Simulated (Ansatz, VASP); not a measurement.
## One calculation of SnPb3S4, two programs

File INCAR:

```
SYSTEM = SnPb3S4
PREC = Accurate
ENCUT = 500
EDIFF = 1E-7
ISMEAR = 0
SIGMA = 0.1
LREAL = .FALSE.
LASPH = .TRUE.
NELM = 120
ALGO = Normal
ISIF = 3
LWAVE = .FALSE.
LCHARG = .FALSE.
GGA = PE
IBRION = 2
NSW = 80
EDIFFG = -0.001
GGA_COMPAT = .FALSE.
NELMIN = 4
KPAR = 4
```

Contents of KPOINTS:

```
Automatic mesh
0
G
  6 6 10
  0 0 0
```

The input POSCAR:

```
SnPb3S4
1.0
    4.2222416596     -5.9714614823      0.0000000000
    4.2222416596      5.9714614823      0.0000000000
    0.0000000000      0.0000000000      4.2227604187
Sn Pb S
1 3 4
Direct
    0.5000000000      0.5000000000      0.5000000000
    0.0000000000      0.5000000000      0.0000000000
    0.5000000000      0.0000000000      0.0000000000
    0.0000000000      0.0000000000      0.5000000000
    0.2553445210      0.2553445210      0.0000000000
    0.7446554790      0.7446554790      0.0000000000
    0.2527165305      0.7472834695      0.5000000000
    0.7472834695      0.2527165305      0.5000000000
```

Input for Ansatz:

```yaml
crystal:
  lattice:
    - [4.2222416586, -5.97146148, 0.0]
    - [4.2222416586, 5.97146148, 0.0]
    - [0.0, 0.0, 4.2227604184]
  atoms:
    - { symbol: Sn, position: [0.5, 0.5, 0.5] }
    - { symbol: Pb, position: [0.0, 0.5, 0.0] }
    - { symbol: Pb, position: [0.5, 0.0, 0.0] }
    - { symbol: Pb, position: [0.0, 0.0, 0.5] }
    - { symbol: S, position: [0.2553445208, 0.2553445208, 0.0] }
    - { symbol: S, position: [0.7446554792, 0.7446554792, 0.0] }
    - { symbol: S, position: [0.2527165305, 0.7472834695, 0.5] }
    - { symbol: S, position: [0.7472834695, 0.2527165305, 0.5] }
basis:
  ecutwfc: 420
kpoints:
  mp_grid: { grid: [6, 6, 10] }
hamiltonian:
  xc: pbe
scf:
  occupations: { method: gaussian, width: 0.1 }
output:
  forces: true
  stress: true
  eigenvalues: true
  write_density: true
  write_potential: true
  elf: true
  volumetric_format: npy
relax:
  adjacent_minimum: "off"
  f_tol: 0.001
  max_steps: 60
  cell: { stress_tol: 0.01 }
```

Alike in both runs: task relaxation of cell and atoms; functional PBE; k mesh 6 × 6 × 10; occupations gaussian, width 0.1 eV; no spin polarisation.

|  | VASP | Ansatz |
| --- | --- | --- |
| version | VASP 6.6.1 | Ansatz 0.2.0 |
| potentials or method | VASP PAW PBE potentials, release 64 (Sn_d, Pb_d, S), cutoff 500 eV | scalar-relativistic, plane waves, PAW |
| valence electrons in the cell | 80 | 80 |

|  | VASP | Ansatz | Ansatz less VASP |
| --- | --- | --- | --- |
| gap on the k mesh at the Fermi level, each at its own relaxed structure (eV) | 0.04 | 0.04 | +0.001 |
| relaxed volume (Å³/atom) | 26.58 | 26.61 | +0.031 |
| relaxed length of the cell vector where the two differ most in proportion (Å) | 7.310 | 7.313 | +0.0030 |

Neither program's run includes spin-orbit coupling.
